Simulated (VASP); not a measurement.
# CdF2: single point with PBEsol

CdF2:

```
Cd F
1.0
     0.00000    2.86667    2.75401
     2.86667    0.00000    2.75401
     2.86667    2.86667    0.00000
Cd F
1 2
Direct
  0.00000 0.00000 0.00000
  0.25000 0.25000 0.25000
  0.75000 0.75000 0.75000
```

This cell differs from its parent crystal: volume 15.088 Å^3 an atom, c/a of the conventional cell 0.9607.

```
Program             : VASP 6.6.1
Task                : single point
Functional          : PBEsol
Potentials or basis : VASP PAW PBE potentials, release 64 (Cd, F)
Cutoff              : 520 eV
k mesh              : 8 × 8 × 8
Occupations         : gaussian, width 0.05 eV
Spin                : no spin polarisation
```

```yaml
Pressure: -10.9 GPa
Band_gap_on_the_k_mesh: 2.36 eV, indirect (least direct gap 2.88 eV)
```

Stress tensor (GPa, compression positive):
```
-12.24   0.00   0.00
  0.00 -12.24   0.00
  0.00   0.00  -8.33
```

Levels at points of the mesh, in eV from the valence-band top:
```
           k point  band 9  band 10  band 11  band 12  band 13  band 14  band 15  band 16  band 17  band 18
(0.00, 0.00, 0.00)   -0.82    -0.75    -0.64    -0.64    -0.53     2.36    11.66    11.78    11.78    16.08
(0.50, 0.00, 0.00)   -1.80    -1.48    -1.39    -0.52    -0.49     5.94     8.41    12.90    13.14    16.72
(0.50, 0.50, 0.00)   -2.41    -2.41    -0.19    -0.15    -0.15     6.62     8.62    11.35    12.67    12.67
(0.50, 0.00, 0.50)   -2.40    -2.29    -0.39    -0.17    -0.01     6.68     8.66    11.35    12.65    13.04
```

Wall time 62 s on 1 thread of Intel(R) Xeon(R) Platinum 8259CL CPU @ 2.50GHz (Skylake/Cascade Lake) (shared host), peak memory 0.19 GiB.

Caveat: the PAW data sets were made with another functional, which shifts forces and pressure a little. A k mesh can miss the band edges.
